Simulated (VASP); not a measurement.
A run of VASP 6.6.1:

INCAR

```
SYSTEM = Y
PREC = Accurate
ENCUT = 520
EDIFF = 1E-6
ISMEAR = -1
SIGMA = 0.1
LREAL = .FALSE.
LASPH = .TRUE.
NELM = 60
ALGO = Normal
ISIF = 2
LWAVE = .FALSE.
LCHARG = .FALSE.
GGA = CA
NBANDS = 12
```

The input KPOINTS:

```
regular mesh
0
G
  11 11 11
  0 0 0
```

Contents of POSCAR:

```
Y
1.0
    3.0547784466      0.0000000000      0.0000000000
    0.0000000000      3.0547784466      0.0000000000
    0.0000000000      0.0000000000      3.0547784466
Y
1
Direct
    0.0000000000      0.0000000000      0.0000000000
```

Potentials or basis: VASP PAW LDA potentials, release 64 (Y_sv).

The run is started by

```sh
$ cat potpaw_LDA.64/Y_sv/POTCAR > POTCAR
$ mpirun -np 1 vasp_std > vasp.out
```

Hardware: 1 thread of AMD EPYC 7R13 (shared host).

Problem. Estimate the wall time of this run.

Solution. Run time: 16 s on 1 thread of AMD EPYC 7R13, with other jobs on the host, peak memory 0.12 GiB. Counts: scf iterations 11, k points 56.
